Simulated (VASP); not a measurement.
Here is a VASP 6.6.1 calculation.

The input INCAR:

```
SYSTEM = Na
PREC = Accurate
ENCUT = 520
EDIFF = 1E-7
ISMEAR = -1
SIGMA = 0.1
LREAL = .False.
LASPH = .True.
NELM = 60
ALGO = Normal
ISIF = 2
LWAVE = .False.
LCHARG = .True.
GGA = RE
LELF = .True.
LVHAR = .True.
NBANDS = 14
```

KPOINTS

```
Automatic mesh
0
Gamma
  8 8 8
  0 0 0
```

The input POSCAR:

```
Na
1.0
    0.0000000000      3.8756548433      3.8756548433
    3.8756548433      0.0000000000      3.8756548433
    3.8756548433      3.8756548433      0.0000000000
Na
2
Direct
    0.1250000000      0.1250000000      0.1250000000
    0.8750000000      0.8750000000      0.8750000000
```

Potentials or basis: VASP PAW PBE potentials, release 64 (Na_pv).

The run is started by

```console
$ cat potpaw_PBE.64/Na_pv/POTCAR > POTCAR
$ mpirun -np 1 vasp_std > vasp.out
```

Estimate the pressure.

0.0 GPa.

Estimate the band gap on the k mesh.

zero (bands 7 and 8 overlap by 0.67 eV).

Caveat: the PAW data sets were made with another functional, which shifts forces and pressure a little.
